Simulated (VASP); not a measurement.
Set up this calculation in VASP 6.6.1, as the native input.

```yaml
Task: single point
Functional: PBE
Potentials_or_basis: VASP PAW PBE potentials, release 64 (Li_sv, F)
Cutoff: 520 eV
k_mesh: 12 × 12 × 6
Occupations: fermi-dirac, width 0.02 eV
Spin: no spin polarisation
Dipole_correction: no
Further_INCAR_settings: ALGO = Normal; EDIFF = 1e-06; NBANDS = 18
```

The structure of LiF lies in POSCAR:

```
LiF
1.0
    3.1734430103      0.0000000000      0.0000000000
   -1.5867215051      2.7482822644      0.0000000000
    0.0000000000      0.0000000000      4.5057633622
Li F
2 2
Direct
    0.3333333333      0.6666666667     -0.0218484462
    0.6666666667      0.3333333333      0.4781515538
    0.3333333333      0.6666666667      0.3968484462
    0.6666666667      0.3333333333      0.8968484462
```

This cell differs from its parent crystal: epitaxial xy strain +3.0%.

The input as run:

INCAR

```
PREC = Accurate ; ENCUT = 520
EDIFF = 1E-6 ; ISMEAR = -1
SIGMA = 0.02 ; LREAL = False
LASPH = True ; NELM = 80
ALGO = Normal ; ISIF = 2
LWAVE = False ; LCHARG = True
GGA = PE ; LELF = True
LVHAR = True ; NBANDS = 18
```

KPOINTS

```
regular mesh
0
Gamma
  12 12 6
```

Potentials or basis: VASP PAW PBE potentials, release 64 (Li_sv, F).

Command:

```console
$ cat potpaw_PBE.64/Li_sv/POTCAR potpaw_PBE.64/F/POTCAR > POTCAR
$ mpirun -np 1 vasp_std > vasp.out
```

Results of the run:

```
Largest force          : 0.014 eV/Å
Band gap on the k mesh : 7.64 eV
```

Caveat: the cell differs from its parent crystal (epitaxial xy strain +3.0%); the structure was generated, so it needn't be the stable form of LiF.

Run time: 15 s on 1 thread of Intel(R) Xeon(R) 6975P-C (Granite Rapids), with other jobs on the host, peak memory 0.17 GiB.
